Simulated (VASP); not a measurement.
## TlGaSe3: relaxation of cell and atoms with PBE

Crystal: TlGaSe3.

```
CELL_PARAMETERS angstrom
5.10681 0.00000 0.00000
0.00000 5.10681 0.00000
0.00000 0.00000 5.10681
ATOMIC_POSITIONS crystal
Tl 0.50000 0.50000 0.50000
Ga 0.00000 0.00000 0.00000
Se 0.50000 0.00000 0.00000
Se 0.00000 0.50000 0.00000
Se 0.00000 0.00000 0.50000
```

```yaml
Program: VASP 6.6.1
Task: relaxation of cell and atoms
Functional: PBE
Potentials_or_basis: VASP PAW PBE potentials, release 64 (Tl_d, Ga_d, Se)
Cutoff: 600 eV
k_mesh: 8 × 8 × 8
Occupations: gaussian, width 0.1 eV
Spin: no spin polarisation
Dipole_correction: no
Further_INCAR_settings: ALGO = Normal; EDIFF = 1e-07; IBRION = 2; EDIFFG = -0.01; NSW = 100; ISIF = 3
```

```json
{
  "Pressure after relaxing": "0.0 GPa",
  "Band gap on the k mesh": "zero (bands 22 and 23 overlap by 1.17 eV)"
}
```

Final structure:
```cif
data_structure
_symmetry_space_group_name_H-M 'P 1'
_symmetry_Int_Tables_number 1
_cell_length_a 5.1068
_cell_length_b 5.1068
_cell_length_c 5.1068
_cell_angle_alpha 90.000
_cell_angle_beta 90.000
_cell_angle_gamma 90.000
_cell_volume 133.18
loop_
_atom_site_label
_atom_site_type_symbol
_atom_site_fract_x
_atom_site_fract_y
_atom_site_fract_z
_atom_site_occupancy
Tl1 Tl 0.50000 0.50000 0.50000 1
Ga1 Ga 0.00000 0.00000 0.00000 1
Se1 Se 0.50000 0.00000 0.00000 1
Se2 Se 0.00000 0.50000 0.00000 1
Se3 Se 0.00000 0.00000 0.50000 1
```

Levels at points of the mesh, in eV from the Fermi level:
```tsv
k point	band 18	band 19	band 20	band 21	band 22	band 23	band 24	band 25	band 26
(0.00, 0.00, 0.00)	-2.01	-0.54	-0.54	-0.54	-0.41	-0.41	-0.41	5.70	5.70
(0.50, 0.00, 0.00)	-1.48	-1.48	-0.91	-0.46	-0.25	-0.25	1.86	3.36	4.55
(0.50, 0.50, 0.00)	-1.77	-1.17	-1.14	-1.14	-0.21	0.75	3.20	3.87	3.97
(0.50, 0.50, 0.50)	-3.20	-0.17	-0.17	0.74	0.74	0.74	3.71	3.71	3.71
```

Wall time 84 s on 1 thread of Intel(R) Xeon(R) 6975P-C (Granite Rapids), with other jobs on the host, peak memory 0.36 GiB.

Caveat: the relaxation stopped at its first step, so nothing moved; spin-orbit coupling is left out, which moves the levels of the heavy elements.
